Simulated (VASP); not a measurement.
Here is a VASP 6.6.1 calculation.

The input INCAR:

```
  ALGO = Normal
  EDIFF = 1E-6
  ENCUT = 520
  GGA = PE
  ISIF = 2
  ISMEAR = 0
  LASPH = True
  LCHARG = False
  LREAL = False
  LWAVE = False
  NBANDS = 16
  NELM = 60
  PREC = Accurate
  SIGMA = 0.1
```

The input KPOINTS:

```
k-points
0
Gamma
  6 6 4
```

File POSCAR:

```
MgO
1.0
    3.5205873113      0.0000000000      0.0000000000
   -1.7602936556      3.0489180478      0.0000000000
    0.0000000000      0.0000000000      4.2370956778
Mg O
2 2
Direct
    0.6666666667      0.3333333333      0.7500000000
    0.3333333333      0.6666666667      0.2500000000
    0.6666666667      0.3333333333      0.2500000000
    0.3333333333      0.6666666667      0.7500000000
```

Potentials or basis: VASP PAW PBE potentials, release 64 (Mg, O).

The run is started by

```bash
$ cat potpaw_PBE.64/Mg/POTCAR potpaw_PBE.64/O/POTCAR > POTCAR
$ mpirun -np 1 vasp_std > vasp.out
```

Question: What does it give for the pressure?

Answer: -0.5 GPa.

Question: Predict the band gap on the k mesh.

Answer: 3.26 eV, direct.

Stress tensor (GPa, compression positive):
```
-0.42  0.00  0.00
 0.00 -0.42  0.00
 0.00  0.00 -0.52
```

Expect the measured gap to be larger: semilocal functionals such as PBE lack the derivative discontinuity.
